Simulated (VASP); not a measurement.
**Ti: relaxation of cell and atoms with PBEsol**

The system is Ti.

```
Ti
1.0
     4.40194    0.00000    0.00000
    -2.20097    3.81219    0.00000
     0.00000    0.00000    2.73400
Ti
3
Direct
  0.00000 0.00000 0.00000
  0.33333 0.66667 0.50000
  0.66667 0.33333 0.50000
```

This isn't the form of Ti at room conditions, which is hcp.

* Program: VASP 6.6.1
* Task: relaxation of cell and atoms
* Functional: PBEsol
* Potentials or basis: VASP PAW PBE potentials, release 64 (Ti_sv)
* Cutoff: 600 eV
* k mesh: 12 × 12 × 14
* Occupations: gaussian, width 0.1 eV
* Spin: no spin polarisation
* Target pressure: 10 GPa
* Dipole correction: no
* Further INCAR settings: ALGO = Fast; EDIFF = 1e-07; IBRION = 2; EDIFFG = -0.008; NSW = 70; ISIF = 3

The relaxed volume is 15.26 Å³/atom. The relaxed cell is a = 4.397 Å, b = 4.397 Å, c = 2.736 Å, α = 90.00°, β = 90.00°, γ = 120.00°, the space group after relaxing (to 0.1 Å) is P6/mmm (No. 191) and the energy change on relaxing (the run minimises the enthalpy) is +1.7 meV/atom. The ionic steps are 8. The pressure after relaxing is 10.0 GPa and the band gap on the k mesh is zero (bands 18 and 19 overlap by 0.42 eV).

The path:
```tsv
step	energy change (eV)	largest force (eV/Å)	pressure (GPa)	volume (Å³)
1	0.0000	0.0000	9.69	45.88
2	0.0122	0.0000	10.33	45.68
3	0.0076	0.0000	10.15	45.75
4	0.0059	0.0000	10.08	45.78
5	0.0055	0.0000	10.04	45.79
6	0.0056	0.0000	10.04	45.79
7	0.0058	0.0000	10.04	45.78
8	0.0050	0.0000	10.01	45.79
```

Final structure:
```cif
data_structure
_symmetry_space_group_name_H-M 'P 1'
_symmetry_Int_Tables_number 1
_cell_length_a 4.3967
_cell_length_b 4.3967
_cell_length_c 2.7355
_cell_angle_alpha 90.000
_cell_angle_beta 90.000
_cell_angle_gamma 120.000
_cell_volume 45.79
loop_
_atom_site_label
_atom_site_type_symbol
_atom_site_fract_x
_atom_site_fract_y
_atom_site_fract_z
_atom_site_occupancy
Ti1 Ti 0.00000 0.00000 0.00000 1
Ti2 Ti 0.33333 0.66667 0.50000 1
Ti3 Ti 0.66667 0.33333 0.50000 1
```

Levels at points of the mesh, in eV from the Fermi level:
```
           k point  band 16  band 17  band 18  band 19  band 20  band 21
(0.00, 0.00, 0.00)    -0.72    -0.62    -0.62     0.01     0.77     1.43
(0.50, 0.00, 0.00)    -0.54    -0.51    -0.43     0.01     0.62     1.06
(0.00, 0.00, 0.50)    -1.90    -1.90    -1.71     1.16     1.16     1.43
(0.50, 0.00, 0.50)    -1.41    -0.76    -0.70     0.32     0.88     1.22
```

Wall time 20 min on 1 thread of Intel(R) Xeon(R) Platinum 8488C (Sapphire Rapids) (shared host), peak memory 0.29 GiB.

Caveat: the cell is relaxed towards a set pressure, so the run minimises the enthalpy, not the energy; the PAW data sets were made with another functional, which shifts forces and pressure a little.
